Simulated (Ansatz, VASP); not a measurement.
**Tl2SnH4 in VASP and in Ansatz**

```
Tl Sn H
1.0
     5.83137    0.00000    0.00000
    -2.91569    5.05012    0.00000
     0.00000    0.00000    6.67494
Tl Sn H
2 1 4
Direct
  0.00000 0.00000 0.83600
  0.00000 0.00000 0.16400
  0.33333 0.66667 0.00000
  0.00000 0.00000 0.33278
  0.00000 0.00000 0.66722
  0.00000 0.00000 0.50000
  0.00000 0.00000 0.00000
```

Alike in both runs: task relaxation of cell and atoms; functional PBE; k mesh 3 × 3 × 4; occupations gaussian, width 0.1 eV; no spin polarisation.

|  | VASP | Ansatz |
| --- | --- | --- |
| version | VASP 6.6.1 | Ansatz 0.2.0 |
| potentials or method | VASP PAW PBE potentials, release 64 (Tl_d, Sn_d, H), cutoff 600 eV | scalar-relativistic, plane waves, PAW |
| valence electrons in the cell | 44 | 44 |

|  | VASP | Ansatz | Ansatz less VASP |
| --- | --- | --- | --- |
| gap on the k mesh at the Fermi level, each at its own relaxed structure (eV) | none | none | - |
| relaxed volume (Å³/atom) | 19.35 | 19.91 | +0.557 |
| relaxed length of the cell vector where the two differ most in proportion (Å) | 11.598 | 11.932 | +0.3338 |

A gap of «none» marks a metal or a gap that the smearing closes.

The k mesh is coarse, so the values compare programs but aren't converged. Spin-orbit coupling is off throughout. Noted on VASP's run: the volume moved by over 15 % at a fixed basis, so the end points are rough.
